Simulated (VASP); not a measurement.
# Li (P6_3/mcm) in VASP: further runs, part 2 of 2

VASP 6.6.1. Earlier steps stand in the parts before.

**3. Relaxation of cell and atoms, PBE**

INCAR reads:

```
ALGO = Fast ; EDIFF = 1E-6
EDIFFG = -0.04 ; ENCUT = 600
GGA = PE ; IBRION = 2
ISIF = 3 ; ISMEAR = 0
LASPH = True ; LCHARG = False
LREAL = False ; LWAVE = False
NELM = 80 ; NSW = 90
PREC = Accurate ; SIGMA = 0.1
```

KPOINTS reads:

```
k-points
0
Gamma
  6 6 4
```

POSCAR reads:

```
Li
1.0
    5.5770088900      0.0000000000      0.0000000000
   -2.7885044500      4.8298313800      0.0000000000
    0.0000000000      0.0000000000      4.9129789400
Li
6
Direct
    0.4518212000      0.0000000000      0.2500000000
    0.0000000000      0.4518212000      0.2500000000
    0.5481788000      0.5481788000      0.2500000000
    0.5481788000      0.0000000000      0.7500000000
    0.0000000000      0.5481788000      0.7500000000
    0.4518212000      0.4518212000      0.7500000000
```

Potentials or basis: VASP PAW PBE potentials, release 64 (Li_sv).

Run with:

```
$ cat potpaw_PBE.64/Li_sv/POTCAR > POTCAR
$ mpirun -np 1 vasp_std > vasp.out
```

OUTCAR:

```text
EDIFF = 1E-6
   EDIFFG = -0.04
   ENCUT = 600
   GGA = PE
   IBRION = 2
   ISIF = 3
   ISMEAR = 0
   LASPH = True
   LREAL = False
   NELM = 80
   NSW = 90
   PREC = Accurate

 ion  position               nearest neighbor table
   1  0.452  0.000  0.250-   4 2.51   4 2.51
   2  0.000  0.452  0.250-   5 2.51   5 2.51
   3  0.548  0.548  0.250-   6 2.51   6 2.51
   4  0.548  0.000  0.750-   1 2.51   1 2.51
   5  0.000  0.548  0.750-   2 2.51   2 2.51
   6  0.452  0.452  0.750-   3 2.51   3 2.51

  LATTYP: Found a hexagonal cell.
 ALAT       =     5.5770088900
 C/A-ratio  =     0.8809343928

  Lattice vectors:

 A1 = (   5.5770088900,   0.0000000000,   0.0000000000)
 A2 = (  -2.7885044500,   4.8298313800,   0.0000000000)
 A3 = (   0.0000000000,   0.0000000000,   4.9129789400)

Analysis of symmetry for initial positions (statically):
=====================================================================
 Subroutine PRICEL returns:
 Original cell was already a primitive cell.

 Routine SETGRP: Setting up the symmetry group for a
 hexagonal supercell.

 Subroutine GETGRP returns: Found 24 space group operations
 (whereof 12 operations were pure point group operations)
 out of a pool of 24 trial point group operations.

The static configuration has the point symmetry D_3d.
 The point group associated with its full space group is D_6h.

Analysis of symmetry for dynamics (positions and initial velocities):
=====================================================================
 Subroutine PRICEL returns:
 Original cell was already a primitive cell.

 Routine SETGRP: Setting up the symmetry group for a
 hexagonal supercell.

 Subroutine GETGRP returns: Found 24 space group operations
 (whereof 12 operations were pure point group operations)
 out of a pool of 24 trial point group operations.

The dynamic configuration has the point symmetry D_3d.
 The point group associated with its full space group is D_6h.

 Subroutine INISYM returns: Found 24 space group operations
 (whereof 12 operations are pure point group operations),
 and found     1 'primitive' translations

----------------------------------------------------------------------------------------

                                     Primitive cell

  volume of cell :     132.3361
[... 151 lines left out ...]
  -------------------------------------------------------------------------------------
  Total       -0.1040290     -0.1040290      3.8864429      0.0000000      0.0000000     -0.0000000
  in kB       -1.2594671     -1.2594671     47.0527129      0.0000000      0.0000000     -0.0000000
  external PRESSURE =      14.8445929 kB  Pullay stress =       0.0000000 kB
[... 101 lines left out ...]
  FREE ENERGIE OF THE ION-ELECTRON SYSTEM (eV)
  ---------------------------------------------------
  free  energy   TOTEN  =       -10.3625833942 eV

  energy  without entropy=      -10.3476013390  energy(sigma->0) =      -10.35509237

 E-fermi :  -0.0011     XC(G=0):  -6.5240

 val. band max:       -0.0084190822   @ k =   0.5000  -0.0000   0.2500
 cond. band min:       0.0330768723   @ k =   0.1667   0.1667   0.0000
 fundamental gap:      0.0414959544
 Fermi energy:        -0.0011194744

 k-point     1 :       0.0000    0.0000    0.0000
  band No.  band energies     occupation
      1     -46.7893      2.00000
      2     -46.7783      2.00000
      3     -46.7727      2.00000
      4     -46.7727      2.00000
      5     -46.7644      2.00000
      6     -46.7644      2.00000
      7      -3.1657      2.00000
      8      -0.2184      1.99788
      9       0.3719      0.00000
     10       1.9098      0.00000
     11       1.9099      0.00000
     12       3.1351      0.00000
     13       3.1765      0.00000
[... 306 lines left out ...]
  band No.  band energies     occupation
      1     -46.7761      2.00000
      2     -46.7761      2.00000
      3     -46.7761      2.00000
      4     -46.7761      2.00000
      5     -46.7687      2.00000
      6     -46.7687      2.00000
      7      -0.7339      2.00000
      8      -0.7339      2.00000
      9      -0.7339      2.00000
     10      -0.7339      2.00000
     11      -0.1037      1.85298
     12      -0.1037      1.85298
     13       4.7068      0.00000

[... ionic steps 4 to 10 ...]

--------------------------------------- Ionic step       11  -------------------------------------------

 number of electron      18.0000015 magnetization

------------------------ aborting loop because EDIFF is reached ----------------------------------------
[... 75 lines left out ...]
--------------------------------------- Ionic step       13  -------------------------------------------

 number of electron      18.0000000 magnetization

 Free energy of the ion-electron system (eV)
  ---------------------------------------------------
  ext. energy  EPLUGINS =         0.00000000
  ---------------------------------------------------
  free energy    TOTEN  =       -11.46991631 eV

  energy without entropy =      -11.45577881  energy(sigma->0) =      -11.46284756

 E-fermi :   0.6248     XC(G=0):  -7.0475

 val. band max:        0.6037051621   @ k =   0.3333   0.1667   0.2500
 cond. band min:       0.7452086874   @ k =   0.3333   0.0000   0.0000
 fundamental gap:      0.1415035253
 Fermi energy:         0.6247560406

 k-point     1 :       0.0000    0.0000    0.0000
  band No.  band energies     occupation
      1     -45.8927      2.00000
      2     -45.8753      2.00000
      3     -45.8701      2.00000
      4     -45.8701      2.00000
      5     -45.8700      2.00000
      6     -45.8700      2.00000
      7      -2.9374      2.00000
      8       0.5650      1.60204
      9       1.9400      0.00000
     10       1.9588      0.00000
     11       2.8936      0.00000
     12       2.8936      0.00000
     13       2.9040      0.00000
[... 351 lines left out ...]
  FREE ENERGIE OF THE ION-ELECTRON SYSTEM (eV)
  ---------------------------------------------------
  free  energy   TOTEN  =       -11.4699163065 eV

  energy  without entropy=      -11.4557788116  energy(sigma->0) =      -11.46284756

 reached required accuracy - stopping structural energy minimisation
```

Wall time 26 min (1 thread of AMD EPYC 7R13 (Zen 3), shared host); peak memory 0.27 GiB.

What came out:

| Item | Value |
| --- | --- |
| Free energy | -11.4699 eV |
| Relaxed volume | 20.25 Å³/atom |
| Relaxed cell | a = 5.284 Å, b = 5.284 Å, c = 5.024 Å, α = 90.00°, β = 90.00°, γ = 120.00° |
| Space group after relaxing (to 0.05 Å) | P6_3/mmc (No. 194) |
| Energy gained by relaxing | 241.2 meV/atom |
| Ionic steps | 13 |
| Pressure after relaxing | -0.1 GPa |
| Largest force after relaxing | 0.005 eV/Å |
| Band gap on the k mesh | zero (band 9 reaches 2.82 eV, above the bottom of band 10 at -0.48 eV) |

Forces in eV/Å, atoms in the order of the input:
```
Li  -0.005  0.000  0.000
Li   0.002 -0.004  0.000
Li   0.002  0.004  0.000
Li   0.005  0.000  0.000
Li  -0.002  0.004  0.000
Li  -0.002 -0.004  0.000
```

Stress tensor (GPa, compression positive):
```
-0.10  0.00  0.00
 0.00 -0.10  0.00
 0.00  0.00 -0.21
```

The path:
| step | energy change (eV) | largest force (eV/Å) | pressure (GPa) | volume (Å³) |
| --- | --- | --- | --- | --- |
| 1 | 0.0000 | 0.4029 | 1.48 | 132.34 |
| 2 | -0.1449 | 0.3804 | 0.99 | 136.24 |
| 3 | -0.3396 | 0.3436 | -0.22 | 147.08 |
| 4 | -0.3466 | 0.3399 | -0.44 | 149.20 |
| 5 | -0.4268 | 0.3529 | -0.55 | 148.92 |
| 6 | -0.6752 | 0.3563 | -0.91 | 148.10 |
| 7 | -1.1038 | 0.2322 | -1.61 | 146.45 |
| 8 | -1.0153 | 0.4231 | -1.12 | 143.10 |
| 9 | -1.2715 | 0.0540 | -1.87 | 145.21 |
| 10 | -1.4147 | 0.0442 | -0.93 | 129.94 |
| 11 | -1.4280 | 0.0967 | -0.45 | 124.86 |
| 12 | -1.4404 | 0.0535 | -0.33 | 123.41 |
| 13 | -1.4470 | 0.0048 | -0.14 | 121.47 |

Final structure:
```cif
data_structure
_symmetry_space_group_name_H-M 'P 1'
_symmetry_Int_Tables_number 1
_cell_length_a 5.2836
_cell_length_b 5.2836
_cell_length_c 5.0244
_cell_angle_alpha 90.000
_cell_angle_beta 90.000
_cell_angle_gamma 120.000
_cell_volume 121.47
loop_
_atom_site_label
_atom_site_type_symbol
_atom_site_fract_x
_atom_site_fract_y
_atom_site_fract_z
_atom_site_occupancy
Li1 Li 0.33378 0.00000 0.25000 1
Li2 Li 0.00000 0.33378 0.25000 1
Li3 Li 0.66622 0.66622 0.25000 1
Li4 Li 0.66622 0.00000 0.75000 1
Li5 Li 0.00000 0.66622 0.75000 1
Li6 Li 0.33378 0.33378 0.75000 1
```

Caveat: the cutoff is under 1.25 times the usual one of these potentials, so pressure, stress and relaxed cells hold a basis-set (Pulay) error.
